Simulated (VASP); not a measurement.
Runs of VASP 6.6.1 on H. The structure is that of space group I4/mmm (No. 139), or close to it. The cells are those of the table. 

| cell | gap on the mesh (eV) | pressure (GPa) | largest force (eV/Å) |
| --- | --- | --- | --- |
| a = 3.480 Å, angles 113.8, 117.4, 97.9°, 2 atoms | 9.18 | -0.1 | 0.01 |
| a = 3.480 Å, angles 117.0, 114.1, 97.9°, 2 atoms | (b) | -0.2 | 0.01 |
| a = 3.479 Å, angles 114.5, 116.7, 97.9°, 2 atoms | (a) | -0.2 | 0.01 |
| a = 3.479 Å, angles 114.8, 116.3, 97.9°, 2 atoms | 9.23 | -0.1 | 0.01 |
| a = 3.479 Å, angles 115.2, 115.9, 97.9°, 2 atoms | 9.25 | -0.2 | 0.01 |

Alike in all rows: task single point; level PBE; potentials or basis VASP PAW PBE potentials, release 64 (H); no spin polarisation; k mesh 8 × 8 × 8; cutoff (eV) 520; smearing gaussian 0.05 eV.

Fill in the values left out.

(a) 9.22; (b) 9.20.

A k mesh can miss the band edges.
